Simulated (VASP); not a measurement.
The system is TiAl.

```xyz
2
Lattice="3.1142 0.0000 0.0000 0.0000 3.1142 0.0000 0.0000 0.0000 3.1142" Properties=species:S:1:pos:R:3 pbc="T T T"
Ti    0.0000    0.0000    0.0000
Al    1.5571    1.5571    1.5571
```

Base run:

```yaml
Program: VASP 6.6.1
Functional: PBE0
Potentials_or_basis: VASP PAW PBE potentials, release 64 (Ti_sv, Al)
Cutoff: 520 eV
k_mesh: 6 × 6 × 6
Occupations: fermi-dirac, width 0.05 eV
Spin: no spin polarisation
```

Its results: band gap on the k mesh zero (an odd number of electrons rules out a gap without spin polarisation); pressure 5.4 GPa.

Task: The run is repeated on the same cell with these changes: k mesh from 6 × 6 × 6 to 4 × 4 × 4. What comes out?

Result: Band gap on the k mesh zero (an odd number of electrons rules out a gap without spin polarisation); pressure 7.2 GPa.

Caveats: some runs use coarse meshes; the PAW data sets were made with another functional, which shifts forces and pressure a little; the cell stands under pressure (at least some runs).
